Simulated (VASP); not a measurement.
# W (Fm-3m) in VASP: notebook

The runs below take W through single point, with PBE.

Program: VASP 6.6.1. These are calculated values, not measurements. Logs are shortened: lines on timing, memory, paths and dates and some standing lists are left out, and cuts for length are marked.

**1. The cell of the first run**

It takes space group Fm-3m (No. 225, cubic). Conventional cell: a = 4.033 Å, b = 4.033 Å, c = 4.033 Å, α = 90.00°, β = 90.00°, γ = 90.00°. W (site symmetry m-3m) has 12 W at 2.85 Å within 3.8 Å.

**2. Single point, PBE**

Contents of INCAR:

```
SYSTEM = W
ALGO = Normal
EDIFF = 1E-7
ENCUT = 520
GGA = PE
ISIF = 2
ISMEAR = -1
LASPH = .TRUE.
LCHARG = .TRUE.
LELF = .TRUE.
LREAL = .FALSE.
LVHAR = .TRUE.
LWAVE = .FALSE.
NBANDS = 13
NELM = 80
PREC = Accurate
SIGMA = 0.05
```

Contents of KPOINTS:

```
k-points
0
G
  11 11 11
  0 0 0
```

Contents of POSCAR:

```
W
1.0
    0.0000000000      2.0163754284      2.0163754284
    2.0163754284      0.0000000000      2.0163754284
    2.0163754284      2.0163754284      0.0000000000
W
1
Direct
    0.0000000000      0.0000000000      0.0000000000
```

Potentials or basis: VASP PAW PBE potentials, release 64 (W_sv).

On the command line:

```bash
cat potpaw_PBE.64/W_sv/POTCAR > POTCAR
mpirun -np 1 vasp_std > vasp.out
```

OUTCAR:

```text
SYSTEM = W
   EDIFF = 1E-7
   ENCUT = 520
   GGA = PE
   ISIF = 2
   ISMEAR = -1
   LASPH = .TRUE.
   LREAL = .FALSE.
   NELM = 80
   PREC = Accurate

 ion  position               nearest neighbor table
   1  0.000  0.000  0.000-

  LATTYP: Found a face centered cubic cell.
 ALAT       =     4.0327508568

  Lattice vectors:

 A1 = (   0.0000000000,   2.0163754284,   2.0163754284)
 A2 = (   2.0163754284,   0.0000000000,   2.0163754284)
 A3 = (   2.0163754284,   2.0163754284,   0.0000000000)

Analysis of symmetry for initial positions (statically):
=====================================================================
 Subroutine PRICEL returns:
 Original cell was already a primitive cell.

 Routine SETGRP: Setting up the symmetry group for a
 face centered cubic supercell.

 Subroutine GETGRP returns: Found 48 space group operations
 (whereof 48 operations were pure point group operations)
 out of a pool of 48 trial point group operations.

The static configuration has the point symmetry O_h .

Analysis of symmetry for dynamics (positions and initial velocities):
=====================================================================
 Subroutine PRICEL returns:
 Original cell was already a primitive cell.

 Routine SETGRP: Setting up the symmetry group for a
 face centered cubic supercell.

 Subroutine GETGRP returns: Found 48 space group operations
 (whereof 48 operations were pure point group operations)
 out of a pool of 48 trial point group operations.

The dynamic configuration has the point symmetry O_h .

 Subroutine INISYM returns: Found 48 space group operations
 (whereof 48 operations are pure point group operations),
 and found     1 'primitive' translations

----------------------------------------------------------------------------------------

                                     Primitive cell

  volume of cell :      16.3962

  direct lattice vectors                    reciprocal lattice vectors
     0.000000000  2.016375428  2.016375428    -0.247969695  0.247969695  0.247969695
     2.016375428  0.000000000  2.016375428     0.247969695 -0.247969695  0.247969695
     2.016375428  2.016375428  0.000000000     0.247969695  0.247969695 -0.247969695

  length of vectors
     2.851585478  2.851585478  2.851585478     0.429496110  0.429496110  0.429496110

  position of ions in fractional coordinates (direct lattice)
     0.000000000  0.000000000  0.000000000

  ion indices of the primitive-cell ions
   primitive index   ion index
                 1           1

----------------------------------------------------------------------------------------

 KPOINTS: k-points

Automatic generation of k-mesh.
 Grid dimensions read from file:
 generate k-points for:   11   11   11

 Generating k-lattice:

  Cartesian coordinates                     Fractional coordinates (reciprocal lattice)
    -0.022542700  0.022542700  0.022542700     0.090909091  0.000000000  0.000000000
     0.022542700 -0.022542700  0.022542700     0.000000000  0.090909091  0.000000000
     0.022542700  0.022542700 -0.022542700     0.000000000  0.000000000  0.090909091

  Length of vectors
     0.039045101  0.039045101  0.039045101

  Shift w.r.t. Gamma in fractional coordinates (k-lattice)
     0.000000000  0.000000000  0.000000000

 Subroutine IBZKPT returns following result:
 ===========================================

 Found     56 irreducible k-points:

 Following reciprocal coordinates:
            Coordinates               Weight
  0.000000  0.000000  0.000000      1.000000
  0.090909  0.000000  0.000000      8.000000
  0.181818  0.000000  0.000000      8.000000
  0.272727  0.000000  0.000000      8.000000
  0.363636  0.000000  0.000000      8.000000
  0.454545  0.000000  0.000000      8.000000
[... 16 lines left out ...]
 -0.272727  0.181818  0.000000     24.000000
 -0.181818  0.181818  0.000000     12.000000
 [... further k-points ...]
   k-points           NKPTS =     56   k-points in BZ     NKDIM =     56   number of bands    NBANDS=     13
   number of dos      NEDOS =    301   number of ions     NIONS =      1
   total plane-waves  NPLWV =  13824
   dimension x,y,z NGX =    24 NGY =   24 NGZ =   24
   dimension x,y,z NGXF=    48 NGYF=   48 NGZF=   48
   ions per type =               1
   NGX,Y,Z   is equivalent  to a cutoff of  13.99, 13.99, 13.99 a.u.
   NGXF,Y,Z  is equivalent  to a cutoff of  27.98, 27.98, 27.98 a.u.
 SYSTEM =  W
   PREC   = accura    normal or accurate (medium, high low for compatibility)
   ISTART =      0    job   : 0-new  1-cont  2-samecut
   ICHARG =      2    charge: 1-file 2-atom 10-const
   ISPIN  =      1    spin polarized calculation?
   LNONCOLLINEAR =      F non collinear calculations
   LSORBIT =      F    spin-orbit coupling
   LASPH  =      T    aspherical Exc in radial PAW
   ENCUT  =  520.0 eV  38.22 Ry    6.18 a.u.   5.30  5.30  5.30*2*pi/ulx,y,z
   NELM   =     80;   NELMIN=  2; NELMDL= -5     # of ELM steps
   EDIFF  = 0.1E-06   stopping-criterion for ELM
   LREAL  =      F    real-space projection
   EDIFFG = 0.1E-05   stopping-criterion for IOM
   NSW    =      0    number of steps for IOM
   IBRION =     -1    ionic relax: 0-MD 1-quasi-New 2-CG
   NFREE  =      0    steps in history (QN), initial steepest desc. (CG)
   ISIF   =      2    stress and relaxation
   ISYM   =      2    0-nonsym 1-usesym 2-fastsym
   POTIM  = 0.5000    time-step for ionic-motion
   TEBEG  =    0.0;   TEEND  =   0.0 temperature during run
   PSTRESS=    0.0 pullay stress
   NELECT =      14.0000    total number of electrons
   NUPDOWN=      -1.0000    fix difference up-down
   EMIN   =  10.00;   EMAX   =-10.00  energy-range for DOS
   EFERMI =   0.00;   METHOD = LEGACY
   ISMEAR =    -1;   SIGMA  =   0.05  broadening in eV -4-tet -1-fermi 0-gaus
   EFERMI_NEDOS =   21; number of points for ismear=-14 and -15
   IALGO  =     38    algorithm
   IMIX   =      4    mixing-type and parameters
     AMIX     =   0.40;   BMIX     =  1.00
     AMIX_MAG =   1.60;   BMIX_MAG =  1.00
  volume/ion in A,a.u.               =      16.40       110.65
  Fermi-wavevector in a.u.,A,eV,Ry     =   1.553112  2.934956 32.819388  2.412157
  Thomas-Fermi vector in A             =   2.657390
   LORBIT       =      0    0 simple, 1 ext, 2 COOP (PROOUT), +10 PAW based schemes
   GGA     = PE    functional components
   LHFCALC =     F    Hartree Fock is set to
   AEXX    =    0.0000 exact exchange contribution
   IVDW    =     0    specifies the selected vdW correction
   LEPSILON=     F    determine dielectric tensor
   LRPA    =     F    only Hartree local field effects (RPA)
 non-spin polarized calculation
  energy-cutoff  :      520.00
  volume of cell :       16.40
 maximum number of plane-waves:       459
 NGX is ok and might be reduce to    24
   NGX = 11   NGY = 11   NGZ = 11

 number of electron      14.0000002 magnetization

 Free energy of the ion-electron system (eV)
  ---------------------------------------------------
  ext. energy  EPLUGINS =         0.00000000
  ---------------------------------------------------
  free energy    TOTEN  =       -12.48486681 eV

  energy without entropy =      -12.47653494  energy(sigma->0) =      -12.48070088

 E-fermi :  10.5007     XC(G=0): -13.4407

 val. band max:       10.4574209454   @ k =  -0.2727   0.0909   0.0000
 cond. band min:      10.5196710664   @ k =   0.1818   0.0909   0.0000
 fundamental gap:      0.0622501210
 Fermi energy:        10.5006617039

 k-point     1 :       0.0000    0.0000    0.0000
  band No.  band energies     occupation
      1     -63.1710      2.00000
      2     -26.8003      2.00000
      3     -26.8003      2.00000
      4     -26.8003      2.00000
      5       1.5046      2.00000
      6       9.9433      1.99997
      7       9.9433      1.99997
      8       9.9433      1.99997
      9      13.0723      0.00000
     10      13.0723      0.00000
     11      23.2905      0.00000
     12      28.5123      0.00000
     13      28.5123      0.00000

 k-point     2 :       0.0909    0.0000    0.0000
  band No.  band energies     occupation
      1     -63.1626      2.00000
      2     -26.8977      2.00000
      3     -26.8128      2.00000
      4     -26.8128      2.00000
      5       1.8639      2.00000
      6       9.6745      2.00000
      7      10.1060      1.99925
      8      10.1060      1.99925
      9      12.9292      0.00000
     10      12.9292      0.00000
     11      23.9978      0.00000
     12      27.1604      0.00000
     13      29.1872      0.00000

 k-point     3 :       0.1818    0.0000    0.0000
  band No.  band energies     occupation
      1     -63.1400      2.00000
      2     -27.1531      2.00000
      3     -26.8460      2.00000
      4     -26.8460      2.00000
      5       2.8302      2.00000
      6       9.1450      2.00000
      7      10.3930      1.79188
      8      10.3930      1.79187
      9      12.8128      0.00000
     10      12.8128      0.00000
     11      24.6868      0.00000
     12      26.2772      0.00000
     13      31.0489      0.00000
[... 305 lines left out ...]
 k-point    23 :      -0.2727    0.1818    0.0000
  band No.  band energies     occupation
      1     -63.0749      2.00000
      2     -27.6329      2.00000
      3     -27.1734      2.00000
      4     -26.9283      2.00000
      5       5.7577      2.00000
      6       8.5627      2.00000
      7       9.1408      2.00000
      8      10.9905      0.00011
      9      12.7424      0.00000
     10      16.4529      0.00000
     11      23.4226      0.00000
     12      26.6943      0.00000
     13      28.2310      0.00000

 k-point    24 :      -0.1818    0.1818    0.0000
  band No.  band energies     occupation
      1     -63.1002      2.00000
      2     -27.4453      2.00000
      3     -27.0715      2.00000
      4     -26.8780      2.00000
      5       4.6774      2.00000
      6       8.4064      2.00000
      7       9.8524      2.00000
      8      11.4535      0.00000
      9      11.5208      0.00000
     10      15.0251      0.00000
     11      24.7934      0.00000
     12      28.3468      0.00000
     13      29.1898      0.00000

 [... further k-points ...]
[... 5 lines left out ...]
  --------------------------------------------------------------------------------------
  -------------------------------------------------------------------------------------
  Total        0.1379973      0.1379973      0.1379973      0.0000000      0.0000000     -0.0000000
  in kB       13.4845703     13.4845703     13.4845703      0.0000000      0.0000000     -0.0000000
  external PRESSURE =      13.4845703 kB  Pullay stress =       0.0000000 kB

 VOLUME and BASIS-vectors are now :
 -----------------------------------------------------------------------------
  energy-cutoff  :      520.00
  volume of cell :       16.40
      direct lattice vectors                 reciprocal lattice vectors
     0.000000000  2.016375428  2.016375428    -0.247969695  0.247969695  0.247969695
     2.016375428  0.000000000  2.016375428     0.247969695 -0.247969695  0.247969695
     2.016375428  2.016375428  0.000000000     0.247969695  0.247969695 -0.247969695

 POSITION                                       TOTAL-FORCE (eV/Angst)
 -----------------------------------------------------------------------------------
      0.00000      0.00000      0.00000         0.000000      0.000000     -0.000000
 -----------------------------------------------------------------------------------
    total drift:                               -0.000000      0.000000      0.000000

  FREE ENERGIE OF THE ION-ELECTRON SYSTEM (eV)
  ---------------------------------------------------
  free  energy   TOTEN  =       -12.4848668096 eV

  energy  without entropy=      -12.4765349420  energy(sigma->0) =      -12.48070088
```

Run time: 6.4 s. Hardware: 1 thread of Intel Xeon 6975P-C (Granite Rapids), shared host; peak memory 0.14 GiB.

What came out:

```yaml
Free_energy: -12.4849 eV
Pressure: 1.3 GPa
Band_gap_on_the_k_mesh: zero (band 7 reaches 13.17 eV, above the bottom of band 8 at 9.94 eV)
```

Levels at points of the mesh, in eV from the Fermi level:
| k point | band 3 | band 4 | band 5 | band 6 | band 7 | band 8 | band 9 | band 10 | band 11 | band 12 |
| --- | --- | --- | --- | --- | --- | --- | --- | --- | --- | --- |
| (0.00, 0.00, 0.00) | -37.30 | -37.30 | -9.00 | -0.56 | -0.56 | -0.56 | 2.57 | 2.57 | 12.79 | 18.01 |

Caveat: spin-orbit coupling is left out, which moves the levels of the heavy elements.

**3. Single point, PBE**

This run uses another cell than the first one, of 16.73 Å³/atom, 1.020 times its volume.

Contents of INCAR:

```
ALGO = Normal
EDIFF = 1E-6
ENCUT = 520
GGA = PE
ISIF = 2
ISMEAR = -1
LASPH = T
LCHARG = F
LREAL = F
LWAVE = F
NBANDS = 13
NELM = 80
PREC = Accurate
SIGMA = 0.05
```

Contents of KPOINTS:

```
k-points
0
Gamma
  11 11 11
```

Contents of POSCAR:

```
W
1.0
    0.0000000000      2.0300000000      2.0300000000
    2.0300000000      0.0000000000      2.0300000000
    2.0300000000      2.0300000000      0.0000000000
W
1
Direct
    0.0000000000      0.0000000000      0.0000000000
```

Potentials or basis: VASP PAW PBE potentials, release 64 (W_sv).

On the command line:

```bash
cat potpaw_PBE.64/W_sv/POTCAR > POTCAR
mpirun -np 1 vasp_std > vasp.out
```

OUTCAR:

```text
EDIFF = 1E-6
   ENCUT = 520
   GGA = PE
   ISIF = 2
   ISMEAR = -1
   LASPH = T
   LREAL = F
   NELM = 80
   PREC = Accurate

 ion  position               nearest neighbor table
   1  0.000  0.000  0.000-

  LATTYP: Found a face centered cubic cell.
 ALAT       =     4.0600000000

  Lattice vectors:

 A1 = (   0.0000000000,   2.0300000000,   2.0300000000)
 A2 = (   2.0300000000,   0.0000000000,   2.0300000000)
 A3 = (   2.0300000000,   2.0300000000,   0.0000000000)

Analysis of symmetry for initial positions (statically):
=====================================================================
 Subroutine PRICEL returns:
 Original cell was already a primitive cell.

 Routine SETGRP: Setting up the symmetry group for a
 face centered cubic supercell.

 Subroutine GETGRP returns: Found 48 space group operations
 (whereof 48 operations were pure point group operations)
 out of a pool of 48 trial point group operations.

The static configuration has the point symmetry O_h .

Analysis of symmetry for dynamics (positions and initial velocities):
=====================================================================
 Subroutine PRICEL returns:
 Original cell was already a primitive cell.

 Routine SETGRP: Setting up the symmetry group for a
 face centered cubic supercell.

 Subroutine GETGRP returns: Found 48 space group operations
 (whereof 48 operations were pure point group operations)
 out of a pool of 48 trial point group operations.

The dynamic configuration has the point symmetry O_h .

 Subroutine INISYM returns: Found 48 space group operations
 (whereof 48 operations are pure point group operations),
 and found     1 'primitive' translations

----------------------------------------------------------------------------------------

                                     Primitive cell

  volume of cell :      16.7309

  direct lattice vectors                    reciprocal lattice vectors
[... 106 lines left out ...]
  volume/ion in A,a.u.               =      16.73       112.91
  Fermi-wavevector in a.u.,A,eV,Ry     =   1.542688  2.915258 32.380324  2.379887
  Thomas-Fermi vector in A             =   2.648457
   LORBIT       =      0    0 simple, 1 ext, 2 COOP (PROOUT), +10 PAW based schemes
   GGA     = PE    functional components
   LHFCALC =     F    Hartree Fock is set to
   AEXX    =    0.0000 exact exchange contribution
   IVDW    =     0    specifies the selected vdW correction
   LEPSILON=     F    determine dielectric tensor
   LRPA    =     F    only Hartree local field effects (RPA)
 non-spin polarized calculation
  energy-cutoff  :      520.00
  volume of cell :       16.73
 maximum number of plane-waves:       463
 NGX is ok and might be reduce to    24
   NGX = 11   NGY = 11   NGZ = 11

 number of electron      14.0000002 magnetization

 Free energy of the ion-electron system (eV)
  ---------------------------------------------------
  ext. energy  EPLUGINS =         0.00000000
  ---------------------------------------------------
  free energy    TOTEN  =       -12.48168900 eV

  energy without entropy =      -12.47296506  energy(sigma->0) =      -12.47732703

 E-fermi :  10.2371     XC(G=0): -13.3277

 val. band max:       10.1979520375   @ k =  -0.2727   0.0909   0.0000
 cond. band min:      10.2549476026   @ k =   0.1818   0.0909   0.0000
 fundamental gap:      0.0569955651
 Fermi energy:        10.2371123266

 k-point     1 :       0.0000    0.0000    0.0000
  band No.  band energies     occupation
      1     -63.4817      2.00000
      2     -27.1363      2.00000
      3     -27.1363      2.00000
      4     -27.1363      2.00000
      5       1.3350      2.00000
      6       9.6936      1.99996
      7       9.6936      1.99996
      8       9.6936      1.99996
      9      12.7334      0.00000
     10      12.7334      0.00000
     11      22.9885      0.00000
     12      28.1109      0.00000
     13      28.1109      0.00000
[... 354 lines left out ...]
  band No.  band energies     occupation
      1     -63.4172      2.00000
      2     -27.7377      2.00000
      3     -27.3895      2.00000
      4     -27.2092      2.00000
      5       4.4492      2.00000
      6       8.1903      2.00000
      7       9.6080      1.99999
      8      11.1691      0.00000
      9      11.2320      0.00000
     10      14.6277      0.00000
     11      24.3426      0.00000
     12      27.8811      0.00000
     13      28.6657      0.00000

 [... further k-points ...]
[... 5 lines left out ...]
  --------------------------------------------------------------------------------------
  -------------------------------------------------------------------------------------
  Total       -0.4649361     -0.4649361     -0.4649361      0.0000000      0.0000000     -0.0000000
  in kB      -44.5231350    -44.5231350    -44.5231350      0.0000000      0.0000000     -0.0000000
  external PRESSURE =     -44.5231350 kB  Pullay stress =       0.0000000 kB

 VOLUME and BASIS-vectors are now :
 -----------------------------------------------------------------------------
  energy-cutoff  :      520.00
  volume of cell :       16.73
      direct lattice vectors                 reciprocal lattice vectors
     0.000000000  2.030000000  2.030000000    -0.246305419  0.246305419  0.246305419
     2.030000000  0.000000000  2.030000000     0.246305419 -0.246305419  0.246305419
     2.030000000  2.030000000  0.000000000     0.246305419  0.246305419 -0.246305419

 POSITION                                       TOTAL-FORCE (eV/Angst)
 -----------------------------------------------------------------------------------
      0.00000      0.00000      0.00000         0.000000      0.000000      0.000000
 -----------------------------------------------------------------------------------
    total drift:                               -0.000000      0.000000     -0.000000

  FREE ENERGIE OF THE ION-ELECTRON SYSTEM (eV)
  ---------------------------------------------------
  free  energy   TOTEN  =       -12.4816890019 eV

  energy  without entropy=      -12.4729650587  energy(sigma->0) =      -12.47732703
```

It took 5 s on 1 thread of Intel Xeon 6975P-C (Granite Rapids), shared host; peak memory 0.14 GiB.

What came out:

| Item | Value |
| --- | --- |
| Free energy | -12.4817 eV |
| Pressure | -4.5 GPa |
| Band gap on the k mesh | zero (band 7 reaches 12.79 eV, above the bottom of band 8 at 9.69 eV) |

Caveat: spin-orbit coupling is left out, which moves the levels of the heavy elements.

(Part 1 of 2 ends here.)
